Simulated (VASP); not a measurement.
Write the native input for VASP 6.6.1 that does the following.

```
Task                   : single point
Functional             : PBE
Potentials or basis    : VASP PAW PBE potentials, release 64 (Nd_3, Be, Cl), 4f in core
Cutoff                 : 600 eV
k mesh                 : 8 × 8 × 8
Occupations            : gaussian, width 0.1 eV
Spin                   : no spin polarisation
Dipole correction      : no
Mended                 : yes
Further INCAR settings : ALGO = Normal; EDIFF = 1e-06; NBANDS = 29
```

The structure of Nd3BeCl lies in POSCAR:

```
Nd3BeCl
1.0
    5.2936508305      0.0000000000      0.0000000000
    0.0000000000      5.2936508305      0.0000000000
    0.0000000000      0.0000000000      5.2936508305
Nd Be Cl
3 1 1
Direct
    0.0000000000      0.5000000000      0.5000000000
    0.5000000000      0.0000000000      0.5000000000
    0.5000000000      0.5000000000      0.0000000000
    0.0000000000      0.0000000000      0.0000000000
    0.5000000000      0.5000000000      0.5000000000
```

The cell was built from a structure type or drawn by symmetry, and may not be a known phase.

The input as run:

INCAR

```
SYSTEM = Nd3BeCl
PREC = Accurate
ENCUT = 600
EDIFF = 1E-6
ISMEAR = 0
SIGMA = 0.1
LREAL = .FALSE.
LASPH = .TRUE.
NELM = 200
ALGO = Normal
ISIF = 2
LWAVE = .FALSE.
LCHARG = .TRUE.
GGA = PE
LELF = .TRUE.
LVHAR = .TRUE.
NBANDS = 29
GGA_COMPAT = .FALSE.
LMAXMIX = 6
```

KPOINTS

```
regular mesh
0
G
  8 8 8
  0 0 0
```

Potentials or basis: VASP PAW PBE potentials, release 64 (Nd_3, Be, Cl), 4f in core.

Launch:

```console
$ cat potpaw_PBE.64/Nd_3/POTCAR potpaw_PBE.64/Be/POTCAR potpaw_PBE.64/Cl/POTCAR > POTCAR
$ mpirun -np 1 vasp_std > vasp.out
```

Results of the run:

| Item | Value |
| --- | --- |
| Pressure | 0.2 GPa |
| Band gap on the k mesh | zero (bands 21 and 22 overlap by 1.16 eV) |

Caveat: spin-orbit coupling is left out, which moves the levels of the heavy elements; the 4f electrons are frozen in the core, so they carry no moment and show no levels; the run has no spin polarisation, though such a crystal can be magnetic.

Run time: 91 s on 1 thread of Intel(R) Xeon(R) 6975P-C (Granite Rapids), on a shared host, peak memory 0.35 GiB.
